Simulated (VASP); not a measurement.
Here is a VASP 6.6.1 calculation.

POSCAR

```
Se
1.0
    4.3551700000      0.0000000000      0.0000000000
   -2.1775850000      3.7716878578      0.0000000000
    0.0000000000      0.0000000000      4.9494500000
Se
3
Direct
    0.7830000000      0.7830000000      0.5000000000
    0.0000000000      0.2170000000      0.8333333333
    0.2170000000      0.0000000000      0.1666666667
```

INCAR.step1

```
SYSTEM = Se
ALGO = Normal
EDIFF = 1E-5
ENCUT = 520
GGA = PE
ISIF = 2
ISMEAR = -1
LASPH = .TRUE.
LCHARG = .FALSE.
LREAL = .FALSE.
LWAVE = .TRUE.
NBANDS = 16
NELM = 60
PREC = Accurate
SIGMA = 0.05
```

Contents of INCAR.step2:

```
SYSTEM = Se
AEXX = 0.25
ALGO = Normal
EDIFF = 1E-7
ENCUT = 520
GGA = PE
HFSCREEN = 0.3
ISIF = 2
ISMEAR = -1
ISTART = 1
LASPH = .TRUE.
LCHARG = .FALSE.
LHFCALC = .TRUE.
LREAL = .FALSE.
LWAVE = .FALSE.
NBANDS = 16
NELM = 60
PREC = Accurate
PRECFOCK = Normal
SIGMA = 0.05
```

The input KPOINTS:

```
k-points
0
G
  4 4 3
  0 0 0
```

Potentials or basis: VASP PAW PBE potentials, release 64 (Se).

The run is started by

```console
$ cat potpaw_PBE.64/Se/POTCAR > POTCAR
$ cp INCAR.step1 INCAR
$ mpirun -np 1 vasp_std > vasp.out
$ cp INCAR.step2 INCAR
$ mpirun -np 1 vasp_std > vasp.out
```

(1) Estimate the band gap on the k mesh.

(2) Estimate the largest force.

(3) What does it give for the pressure?

Results:

(1) 2.39 eV (least direct gap 2.66 eV).

(2) 0.624 eV/Å.

(3) 3.5 GPa.

Caveat: the k points lie up to 0.42 Å⁻¹ apart; the PAW data sets were made with another functional, which shifts forces and pressure a little; an odd mesh through Γ misses points on the zone boundary, where band edges can lie.
